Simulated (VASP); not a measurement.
# KTe2Ir (P6/mmm) in VASP: single point with PBE

Aim: the single point of KTe2Ir with PBE.

All numbers are computed with VASP 6.6.1; they aren't measurements. Logs are shortened: lines on timing, memory, paths and dates and some standing lists are left out, and cuts for length are marked.

### 1 The cell of the first run

It takes space group P6/mmm (No. 191, hexagonal). The conventional cell has a = 4.148 Å, b = 4.148 Å, c = 9.504 Å, α = 90.00°, β = 90.00°, γ = 120.00°. Within 3.3 Å of K (site symmetry 6/mmm) lie 2 Te at 2.47 Å. Te (site symmetry 6mm) has 1 Ir at 2.29 Å and 1 K at 2.47 Å within 3.0 Å. Within 3.0 Å of Ir (site symmetry 6/mmm) lie 2 Te at 2.29 Å.

The cell was built from a structure type or drawn by symmetry, and may not be a known phase.

### 2 Single point, PBE

Contents of INCAR:

```
SYSTEM = KTe2Ir
  PREC = Accurate
  ENCUT = 520
  EDIFF = 1E-7
  ISMEAR = 0
  SIGMA = 0.1
  LREAL = .FALSE.
  LASPH = .TRUE.
  NELM = 80
  ALGO = Normal
  ISIF = 2
  LWAVE = .FALSE.
  LCHARG = .FALSE.
  GGA = PE
  NBANDS = 23
```

Contents of KPOINTS:

```
regular mesh
0
G
  6 6 2
  0 0 0
```

Contents of POSCAR:

```
KTe2Ir
1.0
    4.1478000300      0.0000000000      0.0000000000
   -2.0739000100      3.5921001900      0.0000000000
    0.0000000000      0.0000000000      9.5038846100
K Te Ir
1 2 1
Direct
    0.0000000000      0.0000000000      0.0000000000
    0.0000000000      0.0000000000      0.2593687400
    0.0000000000      0.0000000000      0.7406312600
    0.0000000000      0.0000000000      0.5000000000
```

Potentials or basis: VASP PAW PBE potentials, release 64 (K_sv, Te, Ir).

On the command line:

```console
cat potpaw_PBE.64/K_sv/POTCAR potpaw_PBE.64/Te/POTCAR potpaw_PBE.64/Ir/POTCAR > POTCAR
mpirun -np 1 vasp_std > vasp.out
```

OUTCAR:

```text
SYSTEM = KTe2Ir
   PREC = Accurate
   ENCUT = 520
   EDIFF = 1E-7
   ISMEAR = 0
   LREAL = .FALSE.
   LASPH = .TRUE.
   NELM = 80
   ISIF = 2
   GGA = PE

 ion  position               nearest neighbor table
   1  0.000  0.000  0.000-   2 2.47   3 2.47
   2  0.000  0.000  0.259-   4 2.29   1 2.47
   3  0.000  0.000  0.741-   4 2.29   1 2.47
   4  0.000  0.000  0.500-   2 2.29   3 2.29

  LATTYP: Found a hexagonal cell.
 ALAT       =     4.1478000300
 C/A-ratio  =     2.2913073295

  Lattice vectors:

 A1 = (   4.1478000300,   0.0000000000,   0.0000000000)
 A2 = (  -2.0739000100,   3.5921001900,   0.0000000000)
 A3 = (   0.0000000000,   0.0000000000,   9.5038846100)

Analysis of symmetry for initial positions (statically):
=====================================================================
 Subroutine PRICEL returns:
 Original cell was already a primitive cell.

 Routine SETGRP: Setting up the symmetry group for a
 hexagonal supercell.

 Subroutine GETGRP returns: Found 24 space group operations
 (whereof 24 operations were pure point group operations)
 out of a pool of 24 trial point group operations.

The static configuration has the point symmetry D_6h.

Analysis of symmetry for dynamics (positions and initial velocities):
=====================================================================
 Subroutine PRICEL returns:
 Original cell was already a primitive cell.

 Routine SETGRP: Setting up the symmetry group for a
 hexagonal supercell.

 Subroutine GETGRP returns: Found 24 space group operations
 (whereof 24 operations were pure point group operations)
 out of a pool of 24 trial point group operations.

The dynamic configuration has the point symmetry D_6h.

 Subroutine INISYM returns: Found 24 space group operations
 (whereof 24 operations are pure point group operations),
 and found     1 'primitive' translations

----------------------------------------------------------------------------------------

                                     Primitive cell

  volume of cell :     141.6014

  direct lattice vectors                    reciprocal lattice vectors
     4.147800030  0.000000000  0.000000000     0.241091661  0.139194335  0.000000000
    -2.073900010  3.592100190  0.000000000     0.000000000  0.278388672  0.000000000
     0.000000000  0.000000000  9.503884610     0.000000000  0.000000000  0.105220133

  length of vectors
     4.147800030  4.147800022  9.503884610     0.278388671  0.278388672  0.105220133

  position of ions in fractional coordinates (direct lattice)
     0.000000000  0.000000000  0.000000000
     0.000000000  0.000000000  0.259368740
     0.000000000  0.000000000  0.740631260
     0.000000000  0.000000000  0.500000000

  ion indices of the primitive-cell ions
   primitive index   ion index
                 1           1
                 2           2
                 3           3
                 4           4

----------------------------------------------------------------------------------------

 KPOINTS: regular mesh

Automatic generation of k-mesh.
 Grid dimensions read from file:
 generate k-points for:    6    6    2

 Generating k-lattice:

  Cartesian coordinates                     Fractional coordinates (reciprocal lattice)
     0.040181944  0.023199056  0.000000000     0.166666667  0.000000000  0.000000000
     0.000000000  0.046398112  0.000000000     0.000000000  0.166666667  0.000000000
     0.000000000  0.000000000  0.052610066     0.000000000  0.000000000  0.500000000

  Length of vectors
     0.046398112  0.046398112  0.052610066

  Shift w.r.t. Gamma in fractional coordinates (k-lattice)
     0.000000000  0.000000000  0.000000000

 Subroutine IBZKPT returns following result:
 ===========================================

 Found     14 irreducible k-points:

 Following reciprocal coordinates:
            Coordinates               Weight
  0.000000  0.000000  0.000000      1.000000
  0.166667 -0.000000  0.000000      6.000000
  0.333333  0.000000  0.000000      6.000000
  0.500000 -0.000000  0.000000      3.000000
  0.166667  0.166667  0.000000      6.000000
  0.333333  0.166667  0.000000     12.000000
  0.333333  0.333333  0.000000      2.000000
  0.000000  0.000000  0.500000      1.000000
  0.166667 -0.000000  0.500000      6.000000
  0.333333  0.000000  0.500000      6.000000
  0.500000 -0.000000  0.500000      3.000000
  0.166667  0.166667  0.500000      6.000000
  0.333333  0.166667  0.500000     12.000000
  0.333333  0.333333  0.500000      2.000000
   k-points           NKPTS =     14   k-points in BZ     NKDIM =     14   number of bands    NBANDS=     23
   number of dos      NEDOS =    301   number of ions     NIONS =      4
   total plane-waves  NPLWV =  73728
   dimension x,y,z NGX =    32 NGY =   32 NGZ =   72
   dimension x,y,z NGXF=    64 NGYF=   64 NGZF=  144
   ions per type =               1   2   1
   NGX,Y,Z   is equivalent  to a cutoff of  12.83, 12.83, 12.59 a.u.
   NGXF,Y,Z  is equivalent  to a cutoff of  25.65, 25.65, 25.19 a.u.
 SYSTEM =  KTe2Ir
   PREC   = accura    normal or accurate (medium, high low for compatibility)
   ISTART =      0    job   : 0-new  1-cont  2-samecut
   ICHARG =      2    charge: 1-file 2-atom 10-const
   ISPIN  =      1    spin polarized calculation?
   LNONCOLLINEAR =      F non collinear calculations
   LSORBIT =      F    spin-orbit coupling
   LASPH  =      T    aspherical Exc in radial PAW
   ENCUT  =  520.0 eV  38.22 Ry    6.18 a.u.   7.71  7.71 17.67*2*pi/ulx,y,z
   NELM   =     80;   NELMIN=  2; NELMDL= -5     # of ELM steps
   EDIFF  = 0.1E-06   stopping-criterion for ELM
   LREAL  =      F    real-space projection
   EDIFFG = 0.1E-05   stopping-criterion for IOM
   NSW    =      0    number of steps for IOM
   IBRION =     -1    ionic relax: 0-MD 1-quasi-New 2-CG
   NFREE  =      0    steps in history (QN), initial steepest desc. (CG)
   ISIF   =      2    stress and relaxation
   ISYM   =      2    0-nonsym 1-usesym 2-fastsym
   POTIM  = 0.5000    time-step for ionic-motion
   TEBEG  =    0.0;   TEEND  =   0.0 temperature during run
   PSTRESS=    0.0 pullay stress
   NELECT =      30.0000    total number of electrons
   NUPDOWN=      -1.0000    fix difference up-down
   EMIN   =  10.00;   EMAX   =-10.00  energy-range for DOS
   EFERMI =   0.00;   METHOD = LEGACY
   ISMEAR =     0;   SIGMA  =   0.10  broadening in eV -4-tet -1-fermi 0-gaus
   EFERMI_NEDOS =   21; number of points for ismear=-14 and -15
   IALGO  =     38    algorithm
   IMIX   =      4    mixing-type and parameters
     AMIX     =   0.40;   BMIX     =  1.00
     AMIX_MAG =   1.60;   BMIX_MAG =  1.00
  volume/ion in A,a.u.               =      35.40       238.89
  Fermi-wavevector in a.u.,A,eV,Ry     =   0.975947  1.844272 12.959169  0.952472
  Thomas-Fermi vector in A             =   2.106527
   LORBIT       =      0    0 simple, 1 ext, 2 COOP (PROOUT), +10 PAW based schemes
   GGA     = PE    functional components
   LHFCALC =     F    Hartree Fock is set to
   AEXX    =    0.0000 exact exchange contribution
   IVDW    =     0    specifies the selected vdW correction
   LEPSILON=     F    determine dielectric tensor
   LRPA    =     F    only Hartree local field effects (RPA)
 non-spin polarized calculation
 Gauss-broadening in eV      SIGMA  =   0.10
  energy-cutoff  :      520.00
  volume of cell :      141.60
 maximum number of plane-waves:      3841
 NGX is ok and might be reduce to    32
   NGX = 15   NGY = 15   NGZ = 35

 number of electron      29.9999995 magnetization

 Free energy of the ion-electron system (eV)
  ---------------------------------------------------
  ext. energy  EPLUGINS =         0.00000000
  ---------------------------------------------------
  free energy    TOTEN  =        -9.07316569 eV

  energy without entropy =       -9.03606454  energy(sigma->0) =       -9.05461511

 E-fermi :   2.6723     XC(G=0):  -8.2813

 val. band max:        2.6565103212   @ k =   0.3333   0.1667   0.0000
 cond. band min:       2.6874366550   @ k =   0.3333   0.0000   0.0000
 fundamental gap:      0.0309263338
 Fermi energy:         2.6723210582

 k-point     1 :       0.0000    0.0000    0.0000
  band No.  band energies     occupation
      1     -28.3405      2.00000
      2     -13.0617      2.00000
      3     -11.7306      2.00000
      4     -11.7306      2.00000
      5      -8.9313      2.00000
      6      -7.3414      2.00000
[... 15 lines left out ...]
     22       8.0086      0.00000
     23       9.9861      0.00000

 k-point     2 :       0.1667   -0.0000    0.0000
  band No.  band energies     occupation
      1     -28.3369      2.00000
      2     -13.0453      2.00000
      3     -11.7777      2.00000
      4     -11.7413      2.00000
      5      -8.8252      2.00000
      6      -7.2268      2.00000
[... 15 lines left out ...]
     22       8.8827      0.00000
     23       9.1892      0.00000

 k-point     3 :       0.3333    0.0000    0.0000
  band No.  band energies     occupation
      1     -28.3297      2.00000
      2     -13.0126      2.00000
      3     -11.8693      2.00000
      4     -11.7625      2.00000
      5      -8.5971      2.00000
      6      -6.9668      2.00000
[... 15 lines left out ...]
     22       8.4224      0.00000
     23       9.0618      0.00000

 k-point     4 :       0.5000   -0.0000    0.0000
  band No.  band energies     occupation
      1     -28.3261      2.00000
      2     -12.9963      2.00000
      3     -11.9139      2.00000
      4     -11.7731      2.00000
      5      -8.4736      2.00000
      6      -6.8164      2.00000
[... 15 lines left out ...]
     22       8.1337      0.00000
     23       8.8632      0.00000

 k-point     5 :       0.1667    0.1667    0.0000
  band No.  band energies     occupation
      1     -28.3315      2.00000
      2     -13.0208      2.00000
      3     -11.8379      2.00000
      4     -11.7662      2.00000
      5      -8.6566      2.00000
      6      -7.0370      2.00000
[... 15 lines left out ...]
     22       8.7531      0.00000
     23       9.3994      0.00000

 k-point     6 :       0.3333    0.1667    0.0000
  band No.  band energies     occupation
      1     -28.3261      2.00000
      2     -12.9963      2.00000
      3     -11.8905      2.00000
      4     -11.7973      2.00000
      5      -8.4750      2.00000
      6      -6.8200      2.00000
[... 15 lines left out ...]
     22       8.9824      0.00000
     23       9.0337      0.00000

 k-point     7 :       0.3333    0.3333    0.0000
  band No.  band energies     occupation
      1     -28.3244      2.00000
      2     -12.9882      2.00000
      3     -11.8580      2.00000
      4     -11.8580      2.00000
      5      -8.4124      2.00000
      6      -6.7435      2.00000
[... 15 lines left out ...]
     22       8.3319      0.00000
     23       8.3319      0.00000

 k-point     8 :       0.0000    0.0000    0.5000
  band No.  band energies     occupation
      1     -28.3405      2.00000
      2     -13.0715      2.00000
      3     -11.7306      2.00000
      4     -11.7306      2.00000
      5      -8.3329      2.00000
      6      -8.1716      2.00000
[... 15 lines left out ...]
     22       9.0978      0.00000
     23       9.2042      0.00000

 k-point     9 :       0.1667   -0.0000    0.5000
  band No.  band energies     occupation
      1     -28.3369      2.00000
      2     -13.0546      2.00000
      3     -11.7777      2.00000
      4     -11.7413      2.00000
      5      -8.2395      2.00000
      6      -8.0483      2.00000
[... 15 lines left out ...]
     22       8.9048      0.00000
     23       8.9718      0.00000

 k-point    10 :       0.3333    0.0000    0.5000
  band No.  band energies     occupation
      1     -28.3297      2.00000
      2     -13.0208      2.00000
      3     -11.8693      2.00000
      4     -11.7626      2.00000
      5      -8.0352      2.00000
      6      -7.7769      2.00000
[... 15 lines left out ...]
     22       8.5926      0.00000
     23       9.2824      0.00000

 k-point    11 :       0.5000   -0.0000    0.5000
  band No.  band energies     occupation
      1     -28.3261      2.00000
      2     -13.0039      2.00000
      3     -11.9139      2.00000
      4     -11.7731      2.00000
      5      -7.9225      2.00000
      6      -7.6255      2.00000
[... 15 lines left out ...]
     22       8.3388      0.00000
     23       9.1774      0.00000

 k-point    12 :       0.1667    0.1667    0.5000
  band No.  band energies     occupation
      1     -28.3315      2.00000
      2     -13.0292      2.00000
      3     -11.8379      2.00000
      4     -11.7662      2.00000
      5      -8.0891      2.00000
      6      -7.8488      2.00000
[... 15 lines left out ...]
     22       9.1445      0.00000
     23       9.2810      0.00000

 k-point    13 :       0.3333    0.1667    0.5000
  band No.  band energies     occupation
      1     -28.3261      2.00000
      2     -13.0040      2.00000
      3     -11.8906      2.00000
      4     -11.7973      2.00000
      5      -7.9243      2.00000
      6      -7.6279      2.00000
[... 15 lines left out ...]
     22       9.3185      0.00000
     23       9.4518      0.00000

 k-point    14 :       0.3333    0.3333    0.5000
  band No.  band energies     occupation
      1     -28.3243      2.00000
      2     -12.9957      2.00000
      3     -11.8581      2.00000
      4     -11.8581      2.00000
      5      -7.8672      2.00000
      6      -7.5507      2.00000
[... 15 lines left out ...]
     22       9.2769      0.00000
     23       9.9261      0.00000

------------------------ aborting loop because EDIFF is reached ----------------------------------------

  FORCE on cell =-STRESS in cart. coord.  units (eV):
  Direction    XX          YY          ZZ          XY          YZ          ZX
  --------------------------------------------------------------------------------------
  -------------------------------------------------------------------------------------
  Total       -2.3048523     -2.3048523     48.3928088     -0.0000000      0.0000000     -0.0000000
  in kB      -26.0787201    -26.0787200    547.5502804     -0.0000000      0.0000000     -0.0000000
  external PRESSURE =     165.1309468 kB  Pullay stress =       0.0000000 kB

 VOLUME and BASIS-vectors are now :
 -----------------------------------------------------------------------------
  energy-cutoff  :      520.00
  volume of cell :      141.60
      direct lattice vectors                 reciprocal lattice vectors
     4.147800030  0.000000000  0.000000000     0.241091661  0.139194335  0.000000000
    -2.073900010  3.592100190  0.000000000     0.000000000  0.278388672  0.000000000
     0.000000000  0.000000000  9.503884610     0.000000000  0.000000000  0.105220133

 POSITION                                       TOTAL-FORCE (eV/Angst)
 -----------------------------------------------------------------------------------
      0.00000      0.00000      0.00000        -0.000000     -0.000000      0.000000
      0.00000      0.00000      2.46501        -0.000000      0.000000      1.303346
      0.00000      0.00000      7.03887         0.000000     -0.000000     -1.303346
      0.00000      0.00000      4.75194        -0.000000     -0.000000      0.000000
 -----------------------------------------------------------------------------------
    total drift:                               -0.000000     -0.000000      0.000000

  FREE ENERGIE OF THE ION-ELECTRON SYSTEM (eV)
  ---------------------------------------------------
  free  energy   TOTEN  =        -9.0731656858 eV

  energy  without entropy=       -9.0360645425  energy(sigma->0) =       -9.05461511
```

Run time: 75 s. Hardware: 1 thread of Intel Xeon 8259CL, shared host; peak memory 0.28 GiB.

Results:

- Free energy: -9.0732 eV
- Pressure: 16.5 GPa
- Largest force: 1.303 eV/Å
- Band gap on the k mesh: zero (bands 15 and 16 overlap by 0.37 eV)

Forces on the atoms (eV/Å):
```
K    0.000  0.000  0.000
Te   0.000  0.000  1.303
Te   0.000  0.000 -1.303
Ir   0.000  0.000  0.000
```

Caveat: the cell stands under pressure; spin-orbit coupling is left out, which moves the levels of the heavy elements; forces of over 1 eV/Å act on the atoms, so gaps and moduli don't describe the material at rest.
